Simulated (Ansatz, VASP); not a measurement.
## B in VASP and in Ansatz

```
B
1.0
     1.31720    0.76049    1.10262
    -1.31720    0.76049    1.10262
     0.00000   -1.52097    1.10262
B
1
Direct
  0.50000 0.50000 0.50000
```

Alike in both runs: task relaxation of cell and atoms; functional PBEsol; k mesh 30 × 30 × 30; occupations gaussian, width 0.1 eV; no spin polarisation.

```csv
,VASP,Ansatz
version,VASP 6.6.1,Ansatz 0.2.0
potentials or method,"VASP PAW PBE potentials, release 64 (B), cutoff 600 eV","scalar-relativistic, plane waves, PAW"
valence electrons in the cell,3,3
```

```csv
,VASP,Ansatz,Ansatz less VASP
"gap on the k mesh at the Fermi level, each at its own relaxed structure (eV)",none,none,-
relaxed volume (Å³/atom),6.62,6.62,-0.007
relaxed cell length with the largest relative difference (Å),1.878,1.877,-0.0006
```

VASP's potentials were made for PBE, not for PBEsol. A gap of «none» marks a metal or a gap that the smearing closes.
